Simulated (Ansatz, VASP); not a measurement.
## Cd2Au in VASP and in Ansatz

```xyz
6
Lattice="7.2948 0.0000 0.0000 0.0000 7.2948 0.0000 0.0000 0.0000 2.9879" Properties=species:S:1:pos:R:3 pbc="T T T"
Cd    1.9486    1.9486    0.0000
Cd    1.6988    5.5960    1.4940
Cd    5.3462    5.3462    0.0000
Cd    5.5960    1.6988    1.4940
Au    0.0000    0.0000    0.0000
Au    3.6474    3.6474    1.4940
```

Alike in both runs: functional PBE; k mesh 6 × 6 × 12; occupations gaussian, width 0.1 eV; no spin polarisation.

Ansatz relaxed the structure, and its values are those at the end. VASP's run is a single point on that final structure, the one shown.

|  | VASP | Ansatz |
| --- | --- | --- |
| version | VASP 6.6.1 | Ansatz 0.2.0 |
| potentials or method | VASP PAW PBE potentials, release 64 (Cd, Au), cutoff 520 eV | scalar-relativistic, plane waves, PAW |
| valence electrons in the cell | 70 | 118 |

VASP gave:

| Item | Value |
| --- | --- |
| gap on the k mesh at the Fermi level (eV) | none |
| pressure (GPa) | 0.3 |

**Question.** Which values does Ansatz return?

**Answer.** gap on the k mesh at the Fermi level (eV): none; pressure (GPa): 0.0.

A gap of «none» marks a metal or a gap that the smearing closes. VASP's potentials hold 70 valence electrons a cell and Ansatz's 118, so a difference there can come from the potentials and not from the codes.

Spin-orbit coupling is off throughout.
